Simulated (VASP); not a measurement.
# TaNbO (I-4m2) in VASP: notebook, part 2 of 2

VASP 6.6.1. Earlier steps stand in the parts before.

### 3 Single point, PBE, collinear spin

INCAR

```
  PREC = Accurate
  ENCUT = 700
  EDIFF = 1E-6
  ISMEAR = 0
  SIGMA = 0.1
  LREAL = F
  LASPH = T
  NELM = 200
  ALGO = Normal
  ISIF = 2
  LWAVE = F
  LCHARG = F
  ISPIN = 2
  MAGMOM = 1 0 0
  LORBIT = 11
  LMAXMIX = 4
  GGA = PE
  NBANDS = 27
  GGA_COMPAT = F
```

KPOINTS

```
regular mesh
0
Gamma
  6 6 6
```

POSCAR

```
TaNbO
1.0
   -2.6158458931      2.6158458931      1.9464112778
    2.6158458931     -2.6158458931      1.9464112778
    2.6158458931      2.6158458931     -1.9464112778
Ta Nb O
1 1 1
Direct
    0.2500000000      0.7500000000      0.5000000000
    0.5000000000      0.5000000000      0.0000000000
    0.7500000000      0.2500000000      0.5000000000
```

Potentials or basis: VASP PAW PBE potentials, release 64 (Ta_sv_GW, Nb_sv, O).

Launch:

```console
cat potpaw_PBE.64/Ta_sv_GW/POTCAR potpaw_PBE.64/Nb_sv/POTCAR potpaw_PBE.64/O/POTCAR > POTCAR
mpirun -np 1 vasp_std > vasp.out
```

OUTCAR:

```text
PREC = Accurate
   ENCUT = 700
   EDIFF = 1E-6
   ISMEAR = 0
   LREAL = F
   LASPH = T
   NELM = 200
   ISIF = 2
   ISPIN = 2
   LORBIT = 11
   GGA = PE

 ion  position               nearest neighbor table
   1  0.250  0.750  0.500-   3 1.95   3 1.95   2 2.79   2 2.79   2 2.79   2 2.79
   2  0.500  0.500  0.000-   1 2.79   1 2.79   1 2.79   1 2.79
   3  0.750  0.250  0.500-   1 1.95   1 1.95

  LATTYP: Found a body centered tetragonal cell.
 ALAT       =     5.2316917862
 C/A-ratio  =     0.7440848419

  Lattice vectors:

 A1 = (  -2.6158458931,   2.6158458931,   1.9464112778)
 A2 = (   2.6158458931,  -2.6158458931,   1.9464112778)
 A3 = (   2.6158458931,   2.6158458931,  -1.9464112778)

Analysis of symmetry for initial positions (statically):
=====================================================================
 Subroutine PRICEL returns:
 Original cell was already a primitive cell.

 Routine SETGRP: Setting up the symmetry group for a
 body centered tetragonal supercell.

 Subroutine GETGRP returns: Found  8 space group operations
 (whereof  8 operations were pure point group operations)
 out of a pool of 16 trial point group operations.

The static configuration has the point symmetry D_2d.

Analysis of symmetry for dynamics (positions and initial velocities):
=====================================================================
 Subroutine PRICEL returns:
 Original cell was already a primitive cell.

 Routine SETGRP: Setting up the symmetry group for a
 body centered tetragonal supercell.

 Subroutine GETGRP returns: Found  8 space group operations
 (whereof  8 operations were pure point group operations)
 out of a pool of 16 trial point group operations.

The dynamic configuration has the point symmetry D_2d.

Analysis of structural, dynamic, and magnetic symmetry:
=====================================================================
 Subroutine PRICEL returns:
 Original cell was already a primitive cell.

 Routine SETGRP: Setting up the symmetry group for a
 body centered tetragonal supercell.

 Subroutine GETGRP returns: Found  8 space group operations
 (whereof  8 operations were pure point group operations)
 out of a pool of 16 trial point group operations.

The overall configuration has the point symmetry D_2d.

 Subroutine INISYM returns: Found  8 space group operations
 (whereof  8 operations are pure point group operations),
 and found     1 'primitive' translations

----------------------------------------------------------------------------------------

                                     Primitive cell

  volume of cell :      53.2744

  direct lattice vectors                    reciprocal lattice vectors
    -2.615845893  2.615845893  1.946411278     0.000000000  0.191142759  0.256883016
     2.615845893 -2.615845893  1.946411278     0.191142759  0.000000000  0.256883016
     2.615845893  2.615845893 -1.946411278     0.191142759  0.191142759  0.000000000

  length of vectors
     4.180169415  4.180169415  4.180169415     0.320194376  0.320194376  0.270316682

  position of ions in fractional coordinates (direct lattice)
     0.250000000  0.750000000  0.500000000
     0.500000000  0.500000000  0.000000000
[... 70 lines left out ...]
   PREC   = accura    normal or accurate (medium, high low for compatibility)
   ISTART =      0    job   : 0-new  1-cont  2-samecut
   ICHARG =      2    charge: 1-file 2-atom 10-const
   ISPIN  =      2    spin polarized calculation?
   LNONCOLLINEAR =      F non collinear calculations
   LSORBIT =      F    spin-orbit coupling
   LASPH  =      T    aspherical Exc in radial PAW
   ENCUT  =  700.0 eV  51.45 Ry    7.17 a.u.   9.02  9.02  9.02*2*pi/ulx,y,z
   NELM   =    200;   NELMIN=  2; NELMDL= -5     # of ELM steps
   EDIFF  = 0.1E-05   stopping-criterion for ELM
   LREAL  =      F    real-space projection
   EDIFFG = 0.1E-04   stopping-criterion for IOM
   NSW    =      0    number of steps for IOM
   IBRION =     -1    ionic relax: 0-MD 1-quasi-New 2-CG
   NFREE  =      0    steps in history (QN), initial steepest desc. (CG)
   ISIF   =      2    stress and relaxation
   ISYM   =      2    0-nonsym 1-usesym 2-fastsym
   POTIM  = 0.5000    time-step for ionic-motion
   TEBEG  =    0.0;   TEEND  =   0.0 temperature during run
   PSTRESS=    0.0 pullay stress
   NELECT =      32.0000    total number of electrons
   NUPDOWN=      -1.0000    fix difference up-down
   EMIN   =  10.00;   EMAX   =-10.00  energy-range for DOS
   EFERMI =   0.00;   METHOD = LEGACY
   ISMEAR =     0;   SIGMA  =   0.10  broadening in eV -4-tet -1-fermi 0-gaus
   EFERMI_NEDOS =   21; number of points for ismear=-14 and -15
   IALGO  =     38    algorithm
   IMIX   =      4    mixing-type and parameters
     AMIX     =   0.40;   BMIX     =  1.00
     AMIX_MAG =   1.60;   BMIX_MAG =  1.00
  volume/ion in A,a.u.               =      17.76       119.84
  Fermi-wavevector in a.u.,A,eV,Ry     =   1.381291  2.610262 25.959438  1.907965
  Thomas-Fermi vector in A             =   2.506089
   LORBIT       =     11    0 simple, 1 ext, 2 COOP (PROOUT), +10 PAW based schemes
   GGA     = PE    functional components
   LHFCALC =     F    Hartree Fock is set to
   AEXX    =    0.0000 exact exchange contribution
   IVDW    =     0    specifies the selected vdW correction
   LEPSILON=     F    determine dielectric tensor
   LRPA    =     F    only Hartree local field effects (RPA)
 spin polarized calculation
 Gauss-broadening in eV      SIGMA  =   0.10
  energy-cutoff  :      700.00
  volume of cell :       53.27
 maximum number of plane-waves:      2264
   NGX = 19   NGY = 19   NGZ = 19

 number of electron      31.9999998 magnetization       0.0006216

 Free energy of the ion-electron system (eV)
  ---------------------------------------------------
  ext. energy  EPLUGINS =         0.00000000
  ---------------------------------------------------
  free energy    TOTEN  =       -29.32719631 eV

  energy without entropy =      -29.30923849  energy(sigma->0) =      -29.31821740

 E-fermi :   8.0671     XC(G=0): -11.3317

 val. band max:        8.0662610608   @ k =  -0.1667   0.1667   0.1667
 cond. band min:       8.0917496748   @ k =   0.5000   0.3333  -0.0000
 fundamental gap:      0.0254886140
 Fermi energy:         8.0671295270

 spin component 1

 k-point     1 :       0.0000    0.0000    0.0000
  band No.  band energies     occupation
      1     -60.0147      1.00000
      2     -47.0282      1.00000
      3     -26.8693      1.00000
      4     -26.4425      1.00000
      5     -26.4425      1.00000
      6     -23.0676      1.00000
[... 709 lines left out ...]
     26      17.4060      0.00000
     27      20.5423      0.00000

 [... further k-points ...]

 spin component 2

 k-point     1 :       0.0000    0.0000    0.0000
  band No.  band energies     occupation
      1     -60.0149      1.00000
      2     -47.0277      1.00000
      3     -26.8695      1.00000
      4     -26.4427      1.00000
      5     -26.4427      1.00000
      6     -23.0671      1.00000
[... 709 lines left out ...]
     26      17.4061      0.00000
     27      20.5477      0.00000

 [... further k-points ...]
[... 5 lines left out ...]
  --------------------------------------------------------------------------------------
  -------------------------------------------------------------------------------------
  Total       -0.0899446     -0.0899446      0.0242941      0.0000000      0.0000000      0.0000000
  in kB       -2.7049967     -2.7049967      0.7306201      0.0000000      0.0000000      0.0000000
  external PRESSURE =      -1.5597911 kB  Pullay stress =       0.0000000 kB

 VOLUME and BASIS-vectors are now :
 -----------------------------------------------------------------------------
  energy-cutoff  :      700.00
  volume of cell :       53.27
      direct lattice vectors                 reciprocal lattice vectors
    -2.615845893  2.615845893  1.946411278     0.000000000  0.191142759  0.256883016
     2.615845893 -2.615845893  1.946411278     0.191142759  0.000000000  0.256883016
     2.615845893  2.615845893 -1.946411278     0.191142759  0.191142759  0.000000000

 POSITION                                       TOTAL-FORCE (eV/Angst)
 -----------------------------------------------------------------------------------
      2.61585     -0.00000      0.97321        -0.000000     -0.000000     -0.000000
      0.00000      0.00000      1.94641         0.000000      0.000000      0.000000
     -0.00000      2.61585      0.97321        -0.000000     -0.000000     -0.000000
 -----------------------------------------------------------------------------------
    total drift:                               -0.000000      0.000000      0.000000

  FREE ENERGIE OF THE ION-ELECTRON SYSTEM (eV)
  ---------------------------------------------------
  free  energy   TOTEN  =       -29.3271963102 eV

  energy  without entropy=      -29.3092384893  energy(sigma->0) =      -29.31821740

 total charge

# of ion       s       p       d       f       tot
--------------------------------------------------
    1        3.533   6.019   2.371   0.103  12.026
    2        2.176   5.935   2.538   0.000  10.648
    3        1.589   3.445   0.000   0.000   5.035
--------------------------------------------------
tot          7.298  15.399   4.909   0.103  27.709

 magnetization (x)

# of ion       s       p       d       f       tot
--------------------------------------------------
    1       -0.000   0.000  -0.000   0.000  -0.000
    2        0.000   0.000   0.000   0.000   0.001
    3        0.000   0.000   0.000   0.000   0.000
--------------------------------------------------
tot         -0.000   0.000   0.000   0.000   0.000
```

OSZICAR:

```text
N       E                     dE             d eps       ncg     rms          rms(c)
DAV:   1     0.409156861185E+03    0.40916E+03   -0.20121E+04  3240   0.146E+03
DAV:   2    -0.827435411898E+00   -0.40998E+03   -0.38517E+03  4002   0.451E+02
DAV:   3    -0.305618839002E+02   -0.29734E+02   -0.28500E+02  4688   0.122E+02
DAV:   4    -0.324207025565E+02   -0.18588E+01   -0.18177E+01  4972   0.238E+01
DAV:   5    -0.324739693964E+02   -0.53267E-01   -0.53166E-01  4339   0.358E+00    0.828E+01
DAV:   6    -0.297072983461E+02    0.27667E+01   -0.10497E+01  3698   0.203E+01    0.783E+01
DAV:   7    -0.293719829984E+02    0.33532E+00   -0.14590E+00  3862   0.819E+00    0.326E+01
DAV:   8    -0.293303277041E+02    0.41655E-01   -0.29229E-01  4225   0.387E+00    0.542E+00
DAV:   9    -0.293274518608E+02    0.28758E-02   -0.24833E-02  4094   0.106E+00    0.622E+00
DAV:  10    -0.293264764448E+02    0.97542E-03   -0.54262E-03  4468   0.561E-01    0.300E+00
DAV:  11    -0.293269403649E+02   -0.46392E-03   -0.55604E-04  4201   0.195E-01    0.340E-01
DAV:  12    -0.293272134081E+02   -0.27304E-03   -0.64625E-04  3534   0.237E-01    0.163E+00
DAV:  13    -0.293271966126E+02    0.16795E-04   -0.47232E-05  4924   0.554E-02    0.540E-01
DAV:  14    -0.293271963102E+02    0.30242E-06   -0.38592E-06  3625   0.138E-02
   1 F= -.29327196E+02 E0= -.29318217E+02  d E =-.179578E-01  mag=     0.0007
```

Run time: 96 s. Hardware: 1 thread of Intel Xeon Platinum 8488C (Sapphire Rapids), shared host; peak memory 0.32 GiB.

Results:

| Item | Value |
| --- | --- |
| Free energy | -29.3272 eV |
| Pressure | -0.2 GPa |
| Band gap on the k mesh | zero (filled and empty bands overlap) |
| Net moment | 0.00 μB per cell |
| Valence electrons inside the program's atomic spheres | Ta 12.03; Nb 10.65; O 5.04 |

Levels at points of the mesh, in eV from the Fermi level:
Spin up:
```csv
k point,band 14,band 15,band 16,band 17,band 18,band 19
"(0.00, 0.00, 0.00)",-3.15,-1.59,-0.09,0.18,0.18,0.76
"(0.50, 0.00, 0.00)",-1.47,-1.20,0.33,0.66,1.29,1.88
"(0.50, 0.50, 0.00)",-2.26,-0.81,-0.57,-0.55,0.15,0.76
"(0.50, 0.50, 0.50)",-1.70,-0.15,0.87,0.87,1.07,1.28
```
Spin down:
```tsv
k point	band 14	band 15	band 16	band 17	band 18	band 19
(0.00, 0.00, 0.00)	-3.15	-1.59	-0.09	0.18	0.18	0.76
(0.50, 0.00, 0.00)	-1.47	-1.20	0.33	0.66	1.29	1.88
(0.50, 0.50, 0.00)	-2.25	-0.81	-0.57	-0.55	0.15	0.76
(0.50, 0.50, 0.50)	-1.70	-0.15	0.87	0.87	1.07	1.28
```

Caveat: spin-orbit coupling is left out, which moves the levels of the heavy elements.

The gap in the log of VASP goes by the Fermi energy; the results here count the filled bands.